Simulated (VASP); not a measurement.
Input of a VASP 6.6.1 run:

INCAR

```
SYSTEM = Ga3Se
ALGO = Normal
EDIFF = 1E-6
ENCUT = 520
GGA = PE
ISIF = 2
ISMEAR = -1
LASPH = .True.
LCHARG = .False.
LREAL = .False.
LWAVE = .False.
NBANDS = 30
NELM = 100
PREC = Accurate
SIGMA = 0.05
```

The input KPOINTS:

```
k-points
0
Gamma
  6 6 6
  0 0 0
```

Contents of POSCAR:

```
Ga3Se
1.0
    4.4324650000      0.0000000000      0.0000000000
    0.0000000000      4.4324650000      0.0000000000
    0.0000000000      0.0000000000      4.4324650000
Se Ga
1 3
Direct
    0.0000000000      0.0000000000      0.0000000000
    0.5000000000      0.5000000000      0.0000000000
    0.5000000000      0.0000000000      0.5000000000
    0.0000000000      0.5000000000      0.5000000000
```

Potentials or basis: VASP PAW PBE potentials, release 64 (Se, Ga_d).

Command:

```sh
$ cat potpaw_PBE.64/Se/POTCAR potpaw_PBE.64/Ga_d/POTCAR > POTCAR
$ mpirun -np 1 vasp_std > vasp.out
```

(1) Predict the pressure.

Results:

(1) -0.4 GPa.
